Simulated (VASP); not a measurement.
V, 2 atoms in the cell. Symmetry: P6_3/mmc, No. 194, hexagonal system. Conventional cell: a = 2.604 Å, b = 2.604 Å, c = 4.723 Å, α = 90.00°, β = 90.00°, γ = 120.00°. Within 3.4 Å of V (site symmetry -6m2) lie 12 V at 2.60 to 2.80 Å. This isn't the form of V at room conditions, which is bcc.

| Item | Value |
| --- | --- |
| Program | VASP 6.6.1 |
| Task | single point |
| Functional | PBEsol |
| Potentials or basis | VASP PAW PBE potentials, release 64 (V_sv) |
| Cutoff | 520 eV |
| k mesh | 12 × 12 × 6 |
| Occupations | fermi-dirac, width 0.05 eV |
| Spin | collinear spin, ferrimagnetic start |
| Starting moments | [2.0, -1.0] μB |
| Dipole correction | no |
| Further INCAR settings | ALGO = Normal; EDIFF = 1e-06; NBANDS = 24 |

Potentials or basis: VASP PAW PBE potentials, release 64 (V_sv).

Run with:

```console
$ cat potpaw_PBE.64/V_sv/POTCAR > POTCAR
$ mpirun -np 1 vasp_std > vasp.out
```

Hardware: 1 thread of Intel Xeon 8259CL (shared host).

Q: How long does it take, and how much memory?

A: It took 2.5 min on 1 thread of Intel Xeon 8259CL (shared host), peak memory 0.2 GiB. Counts: scf iterations 16, k points 76.
